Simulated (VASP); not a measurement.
# SiC (P1) in VASP: single point with r2SCAN

Aim: the single point of SiC with r2SCAN.

All numbers are computed with VASP 6.6.1; they aren't measurements. Logs are shortened: lines on timing, memory, paths and dates and some standing lists are left out, and cuts for length are marked.

### Step 1. The cell of the first run

The typed cell holds 16 atoms: a = 6.151 Å, b = 6.151 Å, c = 5.048 Å, α = 90.00°, β = 90.00°, γ = 120.00°.

### Step 2. Single point, r2SCAN

POSCAR

```
SiC
1.0
    6.1507128199      0.0000000001      0.0000000000
   -3.0753564100      5.3266735534      0.0000000000
    0.0000000000      0.0000000000      5.0481087359
Si C
8 8
Direct
    0.1690410859      0.3208831896      0.4825722122
    0.3433103479      0.1842408757      0.9944264798
    0.1521620928      0.8282780906      0.4984100247
    0.3413448601      0.6742074512      0.9987607763
    0.6693013817      0.3282151576      0.5066731193
    0.8264275447      0.1607216946      1.0181121820
    0.6555887503      0.8327688858      0.4920638857
    0.8459392050      0.6695351168      1.0017254510
    0.1640185592      0.3370568859      0.8811155291
    0.3380603975      0.1587628736      0.3756707906
    0.1758224817      0.8459356397      0.8799253805
    0.3224170056      0.6623298696      0.3737962272
    0.6754150009      0.3430557517      0.8770748079
    0.8328983905      0.1620767617      0.3838978321
    0.6691541899      0.8359838378      0.8699782889
    0.8149307364      0.6574866969      0.3711368154
```

INCAR.step1

```
SYSTEM = SiC
ALGO = Normal
EDIFF = 1E-4
ENCUT = 520
GGA = PE
ISMEAR = -1
LASPH = .TRUE.
LCHARG = .FALSE.
LREAL = Auto
LWAVE = .TRUE.
NBANDS = 46
NELM = 100
PREC = Accurate
SIGMA = 0.069
```

INCAR.step2

```
SYSTEM = SiC
ALGO = Normal
EDIFF = 1E-6
ENCUT = 520
ISIF = 2
ISMEAR = -1
ISTART = 1
LASPH = .TRUE.
LCHARG = .FALSE.
LMIXTAU = .TRUE.
LREAL = Auto
LWAVE = .FALSE.
METAGGA = R2SCAN
NBANDS = 46
NELM = 100
PREC = Accurate
SIGMA = 0.069
```

KPOINTS

```
k-points
0
G
  3 3 4
  0 0 0
```

Potentials or basis: VASP PAW PBE potentials, release 64 (Si, C).

The run is started by

```console
> cat potpaw_PBE.64/Si/POTCAR potpaw_PBE.64/C/POTCAR > POTCAR
> cp INCAR.step1 INCAR
> mpirun -np 1 vasp_std > vasp.out
> cp INCAR.step2 INCAR
> mpirun -np 1 vasp_std > vasp.out
```

OUTCAR:

```text
SYSTEM = SiC
   EDIFF = 1E-6
   ENCUT = 520
   ISIF = 2
   ISMEAR = -1
   ISTART = 1
   LASPH = .TRUE.
   LREAL = Auto
   METAGGA = R2SCAN
   NELM = 100
   PREC = Accurate

 ion  position               nearest neighbor table
   1  0.169  0.321  0.483-  10 1.84  14 1.86  12 1.90   9 2.02   2 2.97   6 2.97   3 2.98   5 3.06
                             2 3.07   7 3.07   4 3.08   7 3.08   5 3.10
   2  0.343  0.184  0.994-   9 1.86  13 1.87  11 1.89  10 1.93   1 2.97   5 3.02   4 3.02   8 3.04
                             6 3.05   1 3.07   6 3.11   8 3.11   5 3.12   4 3.13   3 3.14
   3  0.152  0.828  0.498-  10 1.87  12 1.90  16 1.91  11 1.93   1 2.98   8 2.99   8 3.02   5 3.02
                             7 3.07   7 3.08   4 3.12   4 3.12   5 3.13   2 3.14
   4  0.341  0.674  0.999-  15 1.86   9 1.89  11 1.89  12 1.90   6 2.99   7 3.00   2 3.02   8 3.03
                             7 3.06   1 3.08   3 3.12   8 3.12   3 3.12   2 3.13
   5  0.669  0.328  0.507-  14 1.86  13 1.87  10 1.88  16 1.89   7 3.01   6 3.01   2 3.02   3 3.02
                             1 3.06   8 3.09   1 3.10   6 3.11   2 3.12   3 3.13   8 3.13   7 3.15
   6  0.826  0.161  0.018-  14 1.85  15 1.88  13 1.92   9 1.93   7 2.96   1 2.97   4 2.99   5 3.01
                             2 3.05   8 3.07   8 3.08   5 3.11   2 3.11
   7  0.656  0.833  0.492-  14 1.84  12 1.87  16 1.88  15 1.91   6 2.96   4 3.00   5 3.01   4 3.06
                             3 3.07   1 3.07   3 3.08   1 3.08   8 3.11   5 3.15
   8  0.846  0.670  0.002-  13 1.85  11 1.86  16 1.87  15 1.95   3 2.99   3 3.02   4 3.03   2 3.04
                             6 3.07   6 3.08   5 3.09   7 3.11   2 3.11   4 3.12   5 3.13
   9  0.164  0.337  0.881-   2 1.86   4 1.89   6 1.93   1 2.02
  10  0.338  0.159  0.376-   1 1.84   3 1.87   5 1.88   2 1.93
  11  0.176  0.846  0.880-   8 1.86   2 1.89   4 1.89   3 1.93
  12  0.322  0.662  0.374-   7 1.87   4 1.90   3 1.90   1 1.90
  13  0.675  0.343  0.877-   8 1.85   2 1.87   5 1.87   6 1.92
  14  0.833  0.162  0.384-   7 1.84   6 1.85   1 1.86   5 1.86
  15  0.669  0.836  0.870-   4 1.86   6 1.88   7 1.91   8 1.95
  16  0.815  0.657  0.371-   8 1.87   7 1.88   5 1.89   3 1.91

  LATTYP: Found a hexagonal cell.
 ALAT       =     6.1507128199
 C/A-ratio  =     0.8207355609

  Lattice vectors:

 A1 = (   6.1507128199,   0.0000000001,   0.0000000000)
 A2 = (  -3.0753564100,   5.3266735534,   0.0000000000)
 A3 = (   0.0000000000,   0.0000000000,   5.0481087359)

Analysis of symmetry for initial positions (statically):
=====================================================================
 Subroutine PRICEL returns:
 Original cell was already a primitive cell.

 Routine SETGRP: Setting up the symmetry group for a
 hexagonal supercell.

 Subroutine GETGRP returns: Found  1 space group operations
 (whereof  1 operations were pure point group operations)
 out of a pool of 24 trial point group operations.

The static configuration has the point symmetry C_1 .

Analysis of symmetry for dynamics (positions and initial velocities):
=====================================================================
 Subroutine PRICEL returns:
 Original cell was already a primitive cell.

 Routine SETGRP: Setting up the symmetry group for a
 hexagonal supercell.

 Subroutine GETGRP returns: Found  1 space group operations
 (whereof  1 operations were pure point group operations)
 out of a pool of 24 trial point group operations.

The dynamic configuration has the point symmetry C_1 .

 Subroutine INISYM returns: Found  1 space group operations
 (whereof  1 operations are pure point group operations),
 and found     1 'primitive' translations

----------------------------------------------------------------------------------------

                                     Primitive cell

  volume of cell :     165.3904

  direct lattice vectors                    reciprocal lattice vectors
     6.150712820  0.000000000  0.000000000     0.162582782  0.093867213  0.000000000
    -3.075356410  5.326673553  0.000000000    -0.000000000  0.187734426  0.000000000
     0.000000000  0.000000000  5.048108736     0.000000000  0.000000000  0.198093990

  length of vectors
     6.150712820  6.150712820  5.048108736     0.187734426  0.187734426  0.198093990

  position of ions in fractional coordinates (direct lattice)
     0.169041086  0.320883190  0.482572212
     0.343310348  0.184240876  0.994426480
     0.152162093  0.828278091  0.498410025
     0.341344860  0.674207451  0.998760776
     0.669301382  0.328215158  0.506673119
     0.826427545  0.160721695  0.018112182
[... 8 lines left out ...]
     0.669154190  0.835983838  0.869978289
     0.814930736  0.657486697  0.371136815

  ion indices of the primitive-cell ions
   primitive index   ion index
                 1           1
                 2           2
                 3           3
                 4           4
                 5           5
                 6           6
[... 8 lines left out ...]
                15          15
                16          16

----------------------------------------------------------------------------------------

 KPOINTS: k-points

Automatic generation of k-mesh.
 Grid dimensions read from file:
 generate k-points for:    3    3    4

 Generating k-lattice:

  Cartesian coordinates                     Fractional coordinates (reciprocal lattice)
     0.054194261  0.031289071  0.000000000     0.333333333  0.000000000  0.000000000
    -0.000000000  0.062578142  0.000000000    -0.000000000  0.333333333  0.000000000
     0.000000000  0.000000000  0.049523497     0.000000000  0.000000000  0.250000000

  Length of vectors
     0.062578142  0.062578142  0.049523497

  Shift w.r.t. Gamma in fractional coordinates (k-lattice)
     0.000000000  0.000000000  0.000000000

 Subroutine IBZKPT returns following result:
 ===========================================

 Found     19 irreducible k-points:

 Following reciprocal coordinates:
            Coordinates               Weight
  0.000000  0.000000  0.000000      1.000000
  0.333333 -0.000000  0.000000      2.000000
  0.000000  0.333333  0.000000      2.000000
 -0.333333  0.333333  0.000000      2.000000
  0.333333  0.333333  0.000000      2.000000
  0.000000  0.000000  0.250000      2.000000
[... 11 lines left out ...]
 -0.333333  0.333333  0.500000      2.000000
  0.333333  0.333333  0.500000      2.000000
   k-points           NKPTS =     19   k-points in BZ     NKDIM =     19   number of bands    NBANDS=     46
   number of dos      NEDOS =    301   number of ions     NIONS =     16
   total plane-waves  NPLWV =  92160
   dimension x,y,z NGX =    48 NGY =   48 NGZ =   40
   dimension x,y,z NGXF=    96 NGYF=   96 NGZF=   80
   ions per type =               8   8
   NGX,Y,Z   is equivalent  to a cutoff of  12.97, 12.97, 13.17 a.u.
   NGXF,Y,Z  is equivalent  to a cutoff of  25.95, 25.95, 26.35 a.u.
 SYSTEM =  SiC
   PREC   = accura    normal or accurate (medium, high low for compatibility)
   ISTART =      1    job   : 0-new  1-cont  2-samecut
   ICHARG =      0    charge: 1-file 2-atom 10-const
   ISPIN  =      1    spin polarized calculation?
   LNONCOLLINEAR =      F non collinear calculations
   LSORBIT =      F    spin-orbit coupling
   LASPH  =      T    aspherical Exc in radial PAW
   ENCUT  =  520.0 eV  38.22 Ry    6.18 a.u.  11.44 11.44  9.39*2*pi/ulx,y,z
   NELM   =    100;   NELMIN=  2; NELMDL=  0     # of ELM steps
   EDIFF  = 0.1E-05   stopping-criterion for ELM
   LREAL  =      T    real-space projection
   EDIFFG = 0.1E-04   stopping-criterion for IOM
   NSW    =      0    number of steps for IOM
   IBRION =     -1    ionic relax: 0-MD 1-quasi-New 2-CG
   NFREE  =      0    steps in history (QN), initial steepest desc. (CG)
   ISIF   =      2    stress and relaxation
   ISYM   =      2    0-nonsym 1-usesym 2-fastsym
   POTIM  = 0.5000    time-step for ionic-motion
   TEBEG  =    0.0;   TEEND  =   0.0 temperature during run
   PSTRESS=    0.0 pullay stress
   NELECT =      64.0000    total number of electrons
   NUPDOWN=      -1.0000    fix difference up-down
   EMIN   =  10.00;   EMAX   =-10.00  energy-range for DOS
   EFERMI =   0.00;   METHOD = LEGACY
   ISMEAR =    -1;   SIGMA  =   0.07  broadening in eV -4-tet -1-fermi 0-gaus
   EFERMI_NEDOS =   21; number of points for ismear=-14 and -15
   IALGO  =     38    algorithm
   IMIX   =      4    mixing-type and parameters
     AMIX     =   0.40;   BMIX     =  1.00
     AMIX_MAG =   1.60;   BMIX_MAG =  1.00
  volume/ion in A,a.u.               =      10.34        69.76
  Fermi-wavevector in a.u.,A,eV,Ry     =   1.192975  2.254396 19.363673  1.423190
  Thomas-Fermi vector in A             =   2.329001
   LORBIT       =      0    0 simple, 1 ext, 2 COOP (PROOUT), +10 PAW based schemes
   METAGGA = R2SCAN    functional components
   LHFCALC =     F    Hartree Fock is set to
   AEXX    =    0.0000 exact exchange contribution
   IVDW    =     0    specifies the selected vdW correction
   LEPSILON=     F    determine dielectric tensor
   LRPA    =     F    only Hartree local field effects (RPA)
 non-spin polarized calculation
  energy-cutoff  :      520.00
  volume of cell :      165.39
 maximum number of plane-waves:      4482
 NGX is ok and might be reduce to    48
   NGX = 23   NGY = 23   NGZ = 19

 number of electron      63.9999999 magnetization

 Free energy of the ion-electron system (eV)
  ---------------------------------------------------
  ext. energy  EPLUGINS =         0.00000000
  ---------------------------------------------------
  free energy    TOTEN  =      -153.91334238 eV

  energy without entropy =     -153.91334238  energy(sigma->0) =     -153.91334238

 E-fermi :   9.5091     XC(G=0): -11.9319

 val. band max:        8.2317074487   @ k =   0.0000   0.0000   0.0000
 cond. band min:      10.8043536790   @ k =   0.3333   0.3333   0.0000
 fundamental gap:      2.5726462303
 Fermi energy:         9.5091479932

 k-point     1 :       0.0000    0.0000    0.0000
  band No.  band energies     occupation
      1      -8.2332      2.00000
      2      -4.9976      2.00000
      3      -4.8339      2.00000
      4      -4.7665      2.00000
      5      -4.5318      2.00000
      6      -3.4258      2.00000
[... 882 lines left out ...]
     43      16.0070      0.00000
     44      16.1590      0.00000
 [bands above 44 left out]

------------------------ aborting loop because EDIFF is reached ----------------------------------------

  FORCE on cell =-STRESS in cart. coord.  units (eV):
  Direction    XX          YY          ZZ          XY          YZ          ZX
  --------------------------------------------------------------------------------------
  -------------------------------------------------------------------------------------
  Total       -0.6711364      1.1252670     -0.1900666      0.0269071      0.0387703     -0.4510237
  in kB       -6.5014632     10.9007387     -1.8412220      0.2606558      0.3755778     -4.3691777
  external PRESSURE =       0.8526845 kB  Pullay stress =       0.0000000 kB

 VOLUME and BASIS-vectors are now :
 -----------------------------------------------------------------------------
  energy-cutoff  :      520.00
  volume of cell :      165.39
      direct lattice vectors                 reciprocal lattice vectors
     6.150712820  0.000000000  0.000000000     0.162582782  0.093867213  0.000000000
    -3.075356410  5.326673553  0.000000000    -0.000000000  0.187734426  0.000000000
     0.000000000  0.000000000  5.048108736     0.000000000  0.000000000  0.198093990

 POSITION                                       TOTAL-FORCE (eV/Angst)
 -----------------------------------------------------------------------------------
      0.05289      1.70924      2.43608        -0.636817      1.256619      2.062596
      1.54500      0.98139      5.01997        -0.133998     -1.014253      0.401167
     -1.61135      4.41197      2.51603         0.712688     -0.214304      0.316449
      0.02609      3.59128      5.04185        -0.660996     -0.535435     -0.335076
      3.10730      1.74829      2.55774        -0.550803      0.390243     -0.175944
      4.58884      0.85611      0.09143         0.607925      0.743219     -2.149190
[... 8 lines left out ...]
      1.54483      4.45301      4.39175         0.370080     -0.170738      0.605709
      2.99040      3.50222      1.87354         0.941082      0.539555      0.573518
 -----------------------------------------------------------------------------------
    total drift:                                0.015654     -0.005554      0.002319

  FREE ENERGIE OF THE ION-ELECTRON SYSTEM (eV)
  ---------------------------------------------------
  free  energy   TOTEN  =      -153.9133423810 eV

  energy  without entropy=     -153.9133423789  energy(sigma->0) =     -153.91334238
```

It took 8.6 min on 1 thread of Intel Xeon 6975P-C, shared host; peak memory 0.34 GiB.

Results:

```
Free energy            : -153.9133 eV
Pressure               : 0.1 GPa
Largest force          : 2.498 eV/Å
Band gap on the k mesh : 2.57 eV
```

Forces on the atoms (eV/Å):
```
Si  -0.637  1.257  2.063
Si  -0.134 -1.014  0.401
Si   0.713 -0.214  0.316
Si  -0.661 -0.535 -0.335
Si  -0.551  0.390 -0.176
Si   0.608  0.743 -2.149
Si   0.410 -0.834  1.088
Si  -1.250  0.574 -0.483
C    0.159 -0.067 -0.639
C   -0.295  0.268 -0.365
C   -0.004 -0.285 -0.612
C    0.215 -0.073 -0.029
C    0.247 -0.686  0.235
C   -0.131  0.109 -0.494
C    0.370 -0.171  0.606
C    0.941  0.540  0.574
```

Levels at points of the mesh, in eV from the valence-band top:
| k point | band 30 | band 31 | band 32 | band 33 | band 34 | band 35 |
| --- | --- | --- | --- | --- | --- | --- |
| (0.00, 0.00, 0.00) | -0.17 | -0.10 | 0.00 | 3.04 | 3.12 | 3.19 |
| (0.00, 0.00, 0.50) | -1.00 | -0.71 | -0.58 | 3.46 | 3.54 | 3.55 |

Caveat: the PAW data sets were made with another functional, which shifts forces and pressure a little. A k mesh can miss the band edges.
